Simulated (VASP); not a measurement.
# Zn3S2O (I-4m2) in VASP: single point with PBE

Aim: the single point of Zn3S2O with PBE.

Program: VASP 6.6.1. These are calculated values, not measurements. Logs are shortened: lines on timing, memory, paths and dates and some standing lists are left out, and cuts for length are marked.

**1. The cell of the first run**

The structure is tetragonal, space group I-4m2 (No. 119). Conventional cell: a = 3.687 Å, b = 3.687 Å, c = 15.160 Å, α = 90.00°, β = 90.00°, γ = 90.00°. Zn (site symmetry 2mm) has 2 O at 2.08 Å and 2 S at 2.32 Å within 2.8 Å. Within 3.1 Å of Zn (site symmetry -4m2) lie 4 S at 2.33 Å. Within 3.1 Å of S (site symmetry 2mm) lie 4 Zn at 2.32 to 2.33 Å. Within 2.8 Å of O (site symmetry -4m2) lie 4 Zn at 2.08 Å.

**2. Single point, PBE**

Input file INCAR:

```
SYSTEM = Zn3S2O
  PREC = Accurate
  ENCUT = 520
  EDIFF = 1E-6
  ISMEAR = 0
  SIGMA = 0.02
  LREAL = .False.
  LASPH = .True.
  NELM = 100
  ALGO = Normal
  ISIF = 2
  LWAVE = .False.
  LCHARG = .True.
  GGA = PE
  LELF = .True.
  LVHAR = .True.
  NBANDS = 36
```

Input file KPOINTS:

```
regular mesh
0
Gamma
  10 10 10
  0 0 0
```

Input file POSCAR:

```
Zn3S2O
1.0
   -1.8437089839      1.8437089839      7.5798091874
    1.8437089839     -1.8437089839      7.5798091874
    1.8437089839      1.8437089839     -7.5798091874
Zn S O
3 2 1
Direct
    0.5633088638      0.0633088638      0.5000000000
    0.2500000000      0.7500000000      0.5000000000
    0.9366911362      0.4366911362      0.5000000000
    0.8435020689      0.8435020689      0.0000000000
    0.1564979311      0.1564979311      0.0000000000
    0.5000000000      0.5000000000      0.0000000000
```

Potentials or basis: VASP PAW PBE potentials, release 64 (Zn, S, O).

Run with:

```
$ cat potpaw_PBE.64/Zn/POTCAR potpaw_PBE.64/S/POTCAR potpaw_PBE.64/O/POTCAR > POTCAR
$ mpirun -np 1 vasp_std > vasp.out
```

OUTCAR:

```text
SYSTEM = Zn3S2O
   PREC = Accurate
   ENCUT = 520
   EDIFF = 1E-6
   ISMEAR = 0
   LREAL = .False.
   LASPH = .True.
   NELM = 100
   ISIF = 2
   GGA = PE

 ion  position               nearest neighbor table
   1  0.563  0.063  0.500-   6 2.08   6 2.08   5 2.32   5 2.32
   2  0.250  0.750  0.500-   5 2.33   4 2.33   4 2.33   5 2.33
   3  0.937  0.437  0.500-   6 2.08   6 2.08   4 2.32   4 2.32
   4  0.844  0.844  0.000-   3 2.32   3 2.32   2 2.33   2 2.33
   5  0.156  0.156  0.000-   1 2.32   1 2.32   2 2.33   2 2.33
   6  0.500  0.500  0.000-   1 2.08   3 2.08   1 2.08   3 2.08

  LATTYP: Found a body centered tetragonal cell.
 ALAT       =     3.6874179678
 C/A-ratio  =     4.1111744064

  Lattice vectors:

 A1 = (  -1.8437089839,   1.8437089839,   7.5798091874)
 A2 = (   1.8437089839,  -1.8437089839,   7.5798091874)
 A3 = (   1.8437089839,   1.8437089839,  -7.5798091874)

Analysis of symmetry for initial positions (statically):
=====================================================================
 Subroutine PRICEL returns:
 Original cell was already a primitive cell.

 Routine SETGRP: Setting up the symmetry group for a
 body centered tetragonal supercell.

 Subroutine GETGRP returns: Found  8 space group operations
 (whereof  8 operations were pure point group operations)
 out of a pool of 16 trial point group operations.

The static configuration has the point symmetry D_2d.

Analysis of symmetry for dynamics (positions and initial velocities):
=====================================================================
 Subroutine PRICEL returns:
 Original cell was already a primitive cell.

 Routine SETGRP: Setting up the symmetry group for a
 body centered tetragonal supercell.

 Subroutine GETGRP returns: Found  8 space group operations
 (whereof  8 operations were pure point group operations)
 out of a pool of 16 trial point group operations.

The dynamic configuration has the point symmetry D_2d.

 Subroutine INISYM returns: Found  8 space group operations
 (whereof  8 operations are pure point group operations),
 and found     1 'primitive' translations

----------------------------------------------------------------------------------------

                                     Primitive cell

  volume of cell :     103.0631

  direct lattice vectors                    reciprocal lattice vectors
    -1.843708984  1.843708984  7.579809187     0.000000000  0.271192474  0.065964721
     1.843708984 -1.843708984  7.579809187     0.271192474  0.000000000  0.065964721
     1.843708984  1.843708984 -7.579809187     0.271192474  0.271192474  0.000000000

  length of vectors
     8.015736582  8.015736582  8.015736582     0.279099807  0.279099807  0.383524074

  position of ions in fractional coordinates (direct lattice)
     0.563308864  0.063308864  0.500000000
     0.250000000  0.750000000  0.500000000
     0.936691136  0.436691136  0.500000000
     0.843502069  0.843502069  0.000000000
     0.156497931  0.156497931  0.000000000
     0.500000000  0.500000000  0.000000000

  ion indices of the primitive-cell ions
   primitive index   ion index
                 1           1
                 2           2
                 3           3
                 4           4
                 5           5
                 6           6

----------------------------------------------------------------------------------------

 KPOINTS: regular mesh

Automatic generation of k-mesh.
 Grid dimensions read from file:
 generate k-points for:   10   10   10

 Generating k-lattice:

  Cartesian coordinates                     Fractional coordinates (reciprocal lattice)
     0.000000000  0.027119247  0.006596472     0.100000000  0.000000000  0.000000000
     0.027119247  0.000000000  0.006596472     0.000000000  0.100000000  0.000000000
     0.027119247  0.027119247  0.000000000     0.000000000  0.000000000  0.100000000

  Length of vectors
     0.027909981  0.027909981  0.038352407

  Shift w.r.t. Gamma in fractional coordinates (k-lattice)
     0.000000000  0.000000000  0.000000000

 Subroutine IBZKPT returns following result:
 ===========================================

 Found    102 irreducible k-points:

 Following reciprocal coordinates:
            Coordinates               Weight
  0.000000  0.000000  0.000000      1.000000
  0.100000  0.000000  0.000000      8.000000
  0.200000  0.000000  0.000000      8.000000
  0.300000  0.000000  0.000000      8.000000
  0.400000  0.000000 -0.000000      8.000000
  0.500000  0.000000  0.000000      4.000000
[... 16 lines left out ...]
  0.300000  0.300000  0.000000      8.000000
  0.400000  0.300000 -0.000000     16.000000
 [... further k-points ...]
   k-points           NKPTS =    102   k-points in BZ     NKDIM =    102   number of bands    NBANDS=     36
   number of dos      NEDOS =    301   number of ions     NIONS =      6
   total plane-waves  NPLWV = 216000
   dimension x,y,z NGX =    60 NGY =   60 NGZ =   60
   dimension x,y,z NGXF=   120 NGYF=  120 NGZF=  120
   ions per type =               3   2   1
   NGX,Y,Z   is equivalent  to a cutoff of  12.44, 12.44, 12.44 a.u.
   NGXF,Y,Z  is equivalent  to a cutoff of  24.89, 24.89, 24.89 a.u.
 SYSTEM =  Zn3S2O
   PREC   = accura    normal or accurate (medium, high low for compatibility)
   ISTART =      0    job   : 0-new  1-cont  2-samecut
   ICHARG =      2    charge: 1-file 2-atom 10-const
   ISPIN  =      1    spin polarized calculation?
   LNONCOLLINEAR =      F non collinear calculations
   LSORBIT =      F    spin-orbit coupling
   LASPH  =      T    aspherical Exc in radial PAW
   ENCUT  =  520.0 eV  38.22 Ry    6.18 a.u.  14.90 14.90 14.90*2*pi/ulx,y,z
   NELM   =    100;   NELMIN=  2; NELMDL= -5     # of ELM steps
   EDIFF  = 0.1E-05   stopping-criterion for ELM
   LREAL  =      F    real-space projection
   EDIFFG = 0.1E-04   stopping-criterion for IOM
   NSW    =      0    number of steps for IOM
   IBRION =     -1    ionic relax: 0-MD 1-quasi-New 2-CG
   NFREE  =      0    steps in history (QN), initial steepest desc. (CG)
   ISIF   =      2    stress and relaxation
   ISYM   =      2    0-nonsym 1-usesym 2-fastsym
   POTIM  = 0.5000    time-step for ionic-motion
   TEBEG  =    0.0;   TEEND  =   0.0 temperature during run
   PSTRESS=    0.0 pullay stress
   NELECT =      54.0000    total number of electrons
   NUPDOWN=      -1.0000    fix difference up-down
   EMIN   =  10.00;   EMAX   =-10.00  energy-range for DOS
   EFERMI =   0.00;   METHOD = LEGACY
   ISMEAR =     0;   SIGMA  =   0.02  broadening in eV -4-tet -1-fermi 0-gaus
   EFERMI_NEDOS =   21; number of points for ismear=-14 and -15
   IALGO  =     38    algorithm
   IMIX   =      4    mixing-type and parameters
     AMIX     =   0.40;   BMIX     =  1.00
     AMIX_MAG =   1.60;   BMIX_MAG =  1.00
  volume/ion in A,a.u.               =      17.18       115.92
  Fermi-wavevector in a.u.,A,eV,Ry     =   1.319791  2.494043 23.699276  1.741848
  Thomas-Fermi vector in A             =   2.449664
   LORBIT       =      0    0 simple, 1 ext, 2 COOP (PROOUT), +10 PAW based schemes
   GGA     = PE    functional components
   LHFCALC =     F    Hartree Fock is set to
   AEXX    =    0.0000 exact exchange contribution
   IVDW    =     0    specifies the selected vdW correction
   LEPSILON=     F    determine dielectric tensor
   LRPA    =     F    only Hartree local field effects (RPA)
 non-spin polarized calculation
 Gauss-broadening in eV      SIGMA  =   0.02
  energy-cutoff  :      520.00
  volume of cell :      103.06
 maximum number of plane-waves:      2798
   NGX = 29   NGY = 29   NGZ = 29

 number of electron      54.0000010 magnetization

 Free energy of the ion-electron system (eV)
  ---------------------------------------------------
  ext. energy  EPLUGINS =         0.00000000
  ---------------------------------------------------
  free energy    TOTEN  =       -22.18121584 eV

  energy without entropy =      -22.18121584  energy(sigma->0) =      -22.18121584

 E-fermi :   2.0344     XC(G=0):  -9.9512

 val. band max:        1.8916238746   @ k =   0.0000   0.0000   0.0000
 cond. band min:       3.0008900452   @ k =   0.0000   0.0000   0.0000
 fundamental gap:      1.1092661705
 Fermi energy:         2.0344433958

 k-point     1 :       0.0000    0.0000    0.0000
  band No.  band energies     occupation
      1     -15.3655      2.00000
      2     -10.9805      2.00000
      3     -10.3912      2.00000
      4      -4.5096      2.00000
      5      -4.4214      2.00000
      6      -4.3074      2.00000
[... 28 lines left out ...]
     35      10.3170      0.00000
     36      11.2877      0.00000

 k-point     2 :       0.1000    0.0000    0.0000
  band No.  band energies     occupation
      1     -15.3519      2.00000
      2     -10.9374      2.00000
      3     -10.3674      2.00000
      4      -4.4750      2.00000
      5      -4.4035      2.00000
      6      -4.3057      2.00000
[... 28 lines left out ...]
     35       9.9330      0.00000
     36      10.7531      0.00000

 k-point     3 :       0.2000    0.0000    0.0000
  band No.  band energies     occupation
      1     -15.3163      2.00000
      2     -10.8161      2.00000
      3     -10.3087      2.00000
      4      -4.4163      2.00000
      5      -4.3626      2.00000
      6      -4.2793      2.00000
[... 28 lines left out ...]
     35       9.6191      0.00000
     36      10.9608      0.00000
[... 742 lines left out ...]
 k-point    23 :       0.3000    0.3000    0.0000
  band No.  band energies     occupation
      1     -15.1889      2.00000
      2     -10.3172      2.00000
      3     -10.0862      2.00000
      4      -4.3737      2.00000
      5      -4.2388      2.00000
      6      -4.1989      2.00000
[... 28 lines left out ...]
     35      10.7395      0.00000
     36      10.8187      0.00000

 k-point    24 :       0.4000    0.3000   -0.0000
  band No.  band energies     occupation
      1     -15.1567      2.00000
      2     -10.1575      2.00000
      3     -10.0411      2.00000
      4      -4.3416      2.00000
      5      -4.2796      2.00000
      6      -4.2037      2.00000
[... 28 lines left out ...]
     35      10.5747      0.00000
     36      11.2666      0.00000

 [... further k-points ...]

------------------------ aborting loop because EDIFF is reached ----------------------------------------

  FORCE on cell =-STRESS in cart. coord.  units (eV):
  Direction    XX          YY          ZZ          XY          YZ          ZX
  --------------------------------------------------------------------------------------
  -------------------------------------------------------------------------------------
  Total        0.1463958      0.1463958      0.1167259      0.0000000     -0.0000000      0.0000000
  in kB        2.2758110      2.2758110      1.8145746      0.0000000     -0.0000000      0.0000000
  external PRESSURE =       2.1220655 kB  Pullay stress =       0.0000000 kB

 VOLUME and BASIS-vectors are now :
 -----------------------------------------------------------------------------
  energy-cutoff  :      520.00
  volume of cell :      103.06
      direct lattice vectors                 reciprocal lattice vectors
    -1.843708984  1.843708984  7.579809187     0.000000000  0.271192474  0.065964721
     1.843708984 -1.843708984  7.579809187     0.271192474  0.000000000  0.065964721
     1.843708984  1.843708984 -7.579809187     0.271192474  0.271192474  0.000000000

 POSITION                                       TOTAL-FORCE (eV/Angst)
 -----------------------------------------------------------------------------------
     -0.00000      1.84371      0.95974        -0.000000     -0.000000      0.019003
      1.84371      0.00000      3.78990        -0.000000      0.000000      0.000000
      0.00000      1.84371      6.62007         0.000000      0.000000     -0.019003
      0.00000      0.00000     12.78717         0.000000     -0.000000     -0.000423
      0.00000      0.00000      2.37245         0.000000     -0.000000      0.000423
      0.00000      0.00000      7.57981        -0.000000      0.000000      0.000000
 -----------------------------------------------------------------------------------
    total drift:                               -0.000000      0.000000      0.000000

  FREE ENERGIE OF THE ION-ELECTRON SYSTEM (eV)
  ---------------------------------------------------
  free  energy   TOTEN  =       -22.1812158412 eV

  energy  without entropy=      -22.1812158412  energy(sigma->0) =      -22.18121584
```

Wall time 20 min (1 thread of Intel Xeon Platinum 8375C at 2.90GHz (Ice Lake), shared host); peak memory 0.69 GiB.

Results:

```
Free energy            : -22.1812 eV
Pressure               : 0.2 GPa
Largest force          : 0.019 eV/Å
Band gap on the k mesh : 1.11 eV
```

Forces in eV/Å, atoms in the order of the input:
```
Zn   0.000  0.000  0.019
Zn   0.000  0.000  0.000
Zn   0.000  0.000 -0.019
S    0.000  0.000  0.000
S    0.000  0.000  0.000
O    0.000  0.000  0.000
```

A k mesh can miss the band edges.
